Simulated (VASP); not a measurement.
# LaTl3 (Pm-3m) in VASP: density of states with LDA

Aim: the density of states of LaTl3 with LDA.

All numbers are computed with VASP 6.6.1; they aren't measurements. Logs are shortened: lines on timing, memory, paths and dates and some standing lists are left out, and cuts for length are marked.

## Step 1: The cell of the first run

The structure is cubic, space group Pm-3m (No. 221). Conventional cell: a = 4.799 Å, b = 4.799 Å, c = 4.799 Å, α = 90.00°, β = 90.00°, γ = 90.00°. La (site symmetry m-3m) has 12 Tl at 3.39 Å within 4.5 Å. Within 4.5 Å of Tl (site symmetry 4/mmm) lie 4 La at 3.39 Å and 8 Tl at 3.39 Å.

## Step 2: Density of states, LDA

File POSCAR:

```
LaTl3
1.0
    4.7990000000      0.0000000000      0.0000000000
    0.0000000000      4.7990000000      0.0000000000
    0.0000000000      0.0000000000      4.7990000000
La Tl
1 3
Direct
    0.0000000000      0.0000000000      0.0000000000
    0.0000000000      0.5000000000      0.5000000000
    0.5000000000      0.0000000000      0.5000000000
    0.5000000000      0.5000000000      0.0000000000
```

File INCAR.step1:

```
SYSTEM = LaTl3
ALGO = Normal
EDIFF = 1E-6
ENCUT = 520
GGA = CA
ISIF = 2
ISMEAR = 0
LASPH = .True.
LCHARG = .True.
LMAXMIX = 6
LREAL = .False.
LWAVE = .False.
NBANDS = 33
NELM = 80
PREC = Accurate
SIGMA = 0.05
```

File KPOINTS.step1:

```
k-points
0
Gamma
  5 5 5
  0 0 0
```

File INCAR.step2:

```
SYSTEM = LaTl3
ALGO = Normal
EDIFF = 1E-6
ENCUT = 520
GGA = CA
ICHARG = 11
ISIF = 2
ISMEAR = -5
LASPH = .True.
LCHARG = .False.
LMAXMIX = 6
LORBIT = 10
LREAL = .False.
LWAVE = .False.
NEDOS = 2001
NELM = 80
PREC = Accurate
SIGMA = 0.05
```

File KPOINTS.step2:

```
k-points
0
Gamma
  8 8 8
  0 0 0
```

Potentials or basis: VASP PAW LDA potentials, release 64 (La, Tl_d).

Launch:

```
cat potpaw_LDA.64/La/POTCAR potpaw_LDA.64/Tl_d/POTCAR > POTCAR
cp INCAR.step1 INCAR
cp KPOINTS.step1 KPOINTS
mpirun -np 1 vasp_std > vasp.out
cp INCAR.step2 INCAR
cp KPOINTS.step2 KPOINTS
mpirun -np 1 vasp_std > vasp.out
```

OUTCAR:

```text
SYSTEM = LaTl3
   EDIFF = 1E-6
   ENCUT = 520
   GGA = CA
   ICHARG = 11
   ISIF = 2
   ISMEAR = -5
   LASPH = .True.
   LORBIT = 10
   LREAL = .False.
   NELM = 80
   PREC = Accurate

 ion  position               nearest neighbor table
   1  0.000  0.000  0.000-   2 3.39   3 3.39   4 3.39   2 3.39   3 3.39   2 3.39   4 3.39   2 3.39
                             3 3.39   4 3.39   3 3.39   4 3.39
   2  0.000  0.500  0.500-   1 3.39   3 3.39   4 3.39   1 3.39   4 3.39   1 3.39   3 3.39   1 3.39
                             3 3.39   4 3.39   4 3.39   3 3.39
   3  0.500  0.000  0.500-   1 3.39   2 3.39   4 3.39   1 3.39   4 3.39   2 3.39   4 3.39   4 3.39
                             1 3.39   2 3.39   1 3.39   2 3.39
   4  0.500  0.500  0.000-   1 3.39   2 3.39   3 3.39   2 3.39   3 3.39   1 3.39   3 3.39   3 3.39
                             1 3.39   2 3.39   2 3.39   1 3.39

  LATTYP: Found a simple cubic cell.
 ALAT       =     4.7990000000

  Lattice vectors:

 A1 = (   4.7990000000,   0.0000000000,   0.0000000000)
 A2 = (   0.0000000000,   4.7990000000,   0.0000000000)
 A3 = (   0.0000000000,   0.0000000000,   4.7990000000)

Analysis of symmetry for initial positions (statically):
=====================================================================
 Subroutine PRICEL returns:
 Original cell was already a primitive cell.

 Routine SETGRP: Setting up the symmetry group for a
 simple cubic supercell.

 Subroutine GETGRP returns: Found 48 space group operations
 (whereof 48 operations were pure point group operations)
 out of a pool of 48 trial point group operations.

The static configuration has the point symmetry O_h .

Analysis of symmetry for dynamics (positions and initial velocities):
=====================================================================
 Subroutine PRICEL returns:
 Original cell was already a primitive cell.

 Routine SETGRP: Setting up the symmetry group for a
 simple cubic supercell.

 Subroutine GETGRP returns: Found 48 space group operations
 (whereof 48 operations were pure point group operations)
 out of a pool of 48 trial point group operations.

The dynamic configuration has the point symmetry O_h .

 Subroutine INISYM returns: Found 48 space group operations
 (whereof 48 operations are pure point group operations),
 and found     1 'primitive' translations

----------------------------------------------------------------------------------------

                                     Primitive cell

  volume of cell :     110.5229

  direct lattice vectors                    reciprocal lattice vectors
     4.799000000  0.000000000  0.000000000     0.208376745  0.000000000  0.000000000
     0.000000000  4.799000000  0.000000000     0.000000000  0.208376745  0.000000000
     0.000000000  0.000000000  4.799000000     0.000000000  0.000000000  0.208376745

  length of vectors
     4.799000000  4.799000000  4.799000000     0.208376745  0.208376745  0.208376745

  position of ions in fractional coordinates (direct lattice)
     0.000000000  0.000000000  0.000000000
     0.000000000  0.500000000  0.500000000
     0.500000000  0.000000000  0.500000000
     0.500000000  0.500000000  0.000000000

  ion indices of the primitive-cell ions
   primitive index   ion index
                 1           1
                 2           2
                 3           3
                 4           4

----------------------------------------------------------------------------------------

 KPOINTS: k-points

Automatic generation of k-mesh.
 Grid dimensions read from file:
 generate k-points for:    8    8    8

 Generating k-lattice:

  Cartesian coordinates                     Fractional coordinates (reciprocal lattice)
     0.026047093  0.000000000  0.000000000     0.125000000  0.000000000  0.000000000
     0.000000000  0.026047093  0.000000000     0.000000000  0.125000000  0.000000000
     0.000000000  0.000000000  0.026047093     0.000000000  0.000000000  0.125000000

  Length of vectors
     0.026047093  0.026047093  0.026047093

  Shift w.r.t. Gamma in fractional coordinates (k-lattice)
     0.000000000  0.000000000  0.000000000

 TETIRR: Found    250 inequivalent tetrahedra from     3072

 Subroutine IBZKPT returns following result:
 ===========================================

 Found     35 irreducible k-points:

 Following reciprocal coordinates:
            Coordinates               Weight
  0.000000  0.000000  0.000000      1.000000
  0.125000  0.000000  0.000000      6.000000
  0.250000  0.000000  0.000000      6.000000
  0.375000  0.000000  0.000000      6.000000
  0.500000  0.000000  0.000000      3.000000
  0.125000  0.125000  0.000000     12.000000
[... 16 lines left out ...]
  0.375000  0.375000  0.125000     24.000000
  0.500000  0.375000  0.125000     24.000000
 [... further k-points ...]
   k-points           NKPTS =     35   k-points in BZ     NKDIM =     35   number of bands    NBANDS=     30
   number of dos      NEDOS =   2001   number of ions     NIONS =      4
   total plane-waves  NPLWV =  46656
   dimension x,y,z NGX =    36 NGY =   36 NGZ =   36
   dimension x,y,z NGXF=    72 NGYF=   72 NGZF=   72
   ions per type =               1   3
   NGX,Y,Z   is equivalent  to a cutoff of  12.47, 12.47, 12.47 a.u.
   NGXF,Y,Z  is equivalent  to a cutoff of  24.94, 24.94, 24.94 a.u.
 SYSTEM =  LaTl3
   PREC   = accura    normal or accurate (medium, high low for compatibility)
   ISTART =      0    job   : 0-new  1-cont  2-samecut
   ICHARG =     11    charge: 1-file 2-atom 10-const
   ISPIN  =      1    spin polarized calculation?
   LNONCOLLINEAR =      F non collinear calculations
   LSORBIT =      F    spin-orbit coupling
   LASPH  =      T    aspherical Exc in radial PAW
   ENCUT  =  520.0 eV  38.22 Ry    6.18 a.u.   8.92  8.92  8.92*2*pi/ulx,y,z
   NELM   =     80;   NELMIN=  2; NELMDL=  0     # of ELM steps
   EDIFF  = 0.1E-05   stopping-criterion for ELM
   LREAL  =      F    real-space projection
   EDIFFG = 0.1E-04   stopping-criterion for IOM
   NSW    =      0    number of steps for IOM
   IBRION =     -1    ionic relax: 0-MD 1-quasi-New 2-CG
   NFREE  =      0    steps in history (QN), initial steepest desc. (CG)
   ISIF   =      2    stress and relaxation
   ISYM   =      2    0-nonsym 1-usesym 2-fastsym
   POTIM  = 0.5000    time-step for ionic-motion
   TEBEG  =    0.0;   TEEND  =   0.0 temperature during run
   PSTRESS=    0.0 pullay stress
   NELECT =      50.0000    total number of electrons
   NUPDOWN=      -1.0000    fix difference up-down
   EMIN   =  10.00;   EMAX   =-10.00  energy-range for DOS
   EFERMI =   0.00;   METHOD = LEGACY
   ISMEAR =    -5;   SIGMA  =   0.05  broadening in eV -4-tet -1-fermi 0-gaus
   EFERMI_NEDOS =   21; number of points for ismear=-14 and -15
   IALGO  =     38    algorithm
   IMIX   =      4    mixing-type and parameters
     AMIX     =   0.40;   BMIX     =  1.00
     AMIX_MAG =   1.60;   BMIX_MAG =  1.00
  volume/ion in A,a.u.               =      27.63       186.46
  Fermi-wavevector in a.u.,A,eV,Ry     =   1.256746  2.374905 21.489175  1.579410
  Thomas-Fermi vector in A             =   2.390439
   LORBIT       =     10    0 simple, 1 ext, 2 COOP (PROOUT), +10 PAW based schemes
   GGA     = CA    functional components
   LHFCALC =     F    Hartree Fock is set to
   AEXX    =    0.0000 exact exchange contribution
   IVDW    =     0    specifies the selected vdW correction
   LEPSILON=     F    determine dielectric tensor
   LRPA    =     F    only Hartree local field effects (RPA)
 non-spin polarized calculation
 Fermi weights with tetrahedron method with Bloechl corrections
  energy-cutoff  :      520.00
  volume of cell :      110.52
 maximum number of plane-waves:      3016
 NGX is ok and might be reduce to    36

 number of electron      50.0000026 magnetization

 Free energy of the ion-electron system (eV)
  ---------------------------------------------------
  ext. energy  EPLUGINS =         0.00000000
  ---------------------------------------------------
  free energy    TOTEN  =       -16.09929575 eV

  energy without entropy =      -16.09929575  energy(sigma->0) =      -16.09929575

 E-fermi :   7.6458     XC(G=0): -10.7899

 val. band max:        7.7265408306   @ k =   0.3750   0.1250   0.1250
 cond. band min:       7.5595482578   @ k =   0.5000   0.5000   0.1250
 fundamental gap:     -0.1669925728
 Fermi energy:         7.6457855126

 k-point     1 :       0.0000    0.0000    0.0000
  band No.  band energies     occupation
      1     -24.9238      2.00000
      2      -8.6979      2.00000
      3      -8.6979      2.00000
      4      -8.6979      2.00000
      5      -4.0703      2.00000
      6      -4.0703      2.00000
[... 22 lines left out ...]
     29       9.4765      0.00000
     30       9.7282      0.00000

 k-point     2 :       0.1250    0.0000    0.0000
  band No.  band energies     occupation
      1     -24.9231      2.00000
      2      -8.7259      2.00000
      3      -8.7019      2.00000
      4      -8.7019      2.00000
      5      -4.0619      2.00000
      6      -4.0435      2.00000
[... 22 lines left out ...]
     29       9.4777      0.00000
     30       9.6691      0.00000

 k-point     3 :       0.2500    0.0000    0.0000
  band No.  band energies     occupation
      1     -24.9215      2.00000
      2      -8.7919      2.00000
      3      -8.7114      2.00000
      4      -8.7114      2.00000
      5      -4.0402      2.00000
      6      -3.9710      2.00000
[... 22 lines left out ...]
     29       9.4826      0.00000
     30       9.6003      0.00000

 k-point     4 :       0.3750    0.0000    0.0000
  band No.  band energies     occupation
      1     -24.9199      2.00000
      2      -8.8557      2.00000
      3      -8.7208      2.00000
      4      -8.7208      2.00000
      5      -4.0156      2.00000
      6      -3.8757      2.00000
[... 22 lines left out ...]
     29       9.4841      0.00000
     30       9.5735      0.00000

 k-point     5 :       0.5000    0.0000    0.0000
  band No.  band energies     occupation
      1     -24.9193      2.00000
      2      -8.8814      2.00000
      3      -8.7246      2.00000
      4      -8.7246      2.00000
      5      -4.0044      2.00000
      6      -3.8192      2.00000
[... 22 lines left out ...]
     29       9.4204      0.00000
     30       9.4913      0.00000
[... 526 lines left out ...]
     29       9.3280      0.00000
     30       9.5164      0.00000

 k-point    22 :       0.5000    0.2500    0.1250
  band No.  band energies     occupation
      1     -24.9172      2.00000
      2      -8.8491      2.00000
      3      -8.7807      2.00000
      4      -8.7410      2.00000
      5      -3.9246      2.00000
      6      -3.8134      2.00000
[... 22 lines left out ...]
     29       9.4138      0.00000
     30       9.5384      0.00000

 k-point    23 :       0.3750    0.3750    0.1250
  band No.  band energies     occupation
      1     -24.9165      2.00000
      2      -8.8267      2.00000
      3      -8.8068      2.00000
      4      -8.7456      2.00000
      5      -3.9009      2.00000
      6      -3.8498      2.00000
[... 22 lines left out ...]
     29       9.4321      0.00000
     30       9.4890      0.00000

 k-point    24 :       0.5000    0.3750    0.1250
  band No.  band energies     occupation
      1     -24.9160      2.00000
      2      -8.8312      2.00000
      3      -8.8111      2.00000
      4      -8.7479      2.00000
      5      -3.8660      2.00000
      6      -3.8376      2.00000
[... 22 lines left out ...]
     29       9.4567      0.00000
     30       9.4825      0.00000

 [... further k-points ...]
[... 5 lines left out ...]
  --------------------------------------------------------------------------------------
  -------------------------------------------------------------------------------------
  Total       -1.7249050     -1.7249050     -1.7249050      0.0000000      0.0000000     -0.0000000
  in kB      -25.0048077    -25.0048077    -25.0048077      0.0000000      0.0000000     -0.0000000
  external PRESSURE =     -25.0048077 kB  Pullay stress =       0.0000000 kB

 VOLUME and BASIS-vectors are now :
 -----------------------------------------------------------------------------
  energy-cutoff  :      520.00
  volume of cell :      110.52
      direct lattice vectors                 reciprocal lattice vectors
     4.799000000  0.000000000  0.000000000     0.208376745  0.000000000  0.000000000
     0.000000000  4.799000000  0.000000000     0.000000000  0.208376745  0.000000000
     0.000000000  0.000000000  4.799000000     0.000000000  0.000000000  0.208376745

 POSITION                                       TOTAL-FORCE (eV/Angst)
 -----------------------------------------------------------------------------------
      0.00000      0.00000      0.00000         0.000000      0.000000      0.000000
      0.00000      2.39950      2.39950         0.000000      0.000000      0.000000
      2.39950      0.00000      2.39950         0.000000      0.000000      0.000000
      2.39950      2.39950      0.00000         0.000000      0.000000      0.000000
 -----------------------------------------------------------------------------------
    total drift:                                0.000000      0.000000      0.000000

  FREE ENERGIE OF THE ION-ELECTRON SYSTEM (eV)
  ---------------------------------------------------
  free  energy   TOTEN  =       -16.0992957461 eV

  energy  without entropy=      -16.0992957461  energy(sigma->0) =      -16.09929575

 total charge

# of ion       s       p       d       f       tot
--------------------------------------------------
    1        2.026   5.617   0.811   0.111   8.565
    2        1.118   0.547   9.621   0.000  11.286
    3        1.118   0.547   9.621   0.000  11.286
    4        1.118   0.547   9.621   0.000  11.286
--------------------------------------------------
tot          5.380   7.258  29.674   0.111  42.423
```

Wall time 84 s (1 thread of Intel Xeon Platinum 8375C at 2.90GHz (Ice Lake), shared host); peak memory 0.25 GiB.

What came out:

```yaml
Valence_electrons_inside_the_program's_atomic_spheres: La 8.56; Tl 11.29
```

Caveat: spin-orbit coupling is left out, which moves the levels of the heavy elements; tetrahedron occupations give inexact forces and stress in metals.
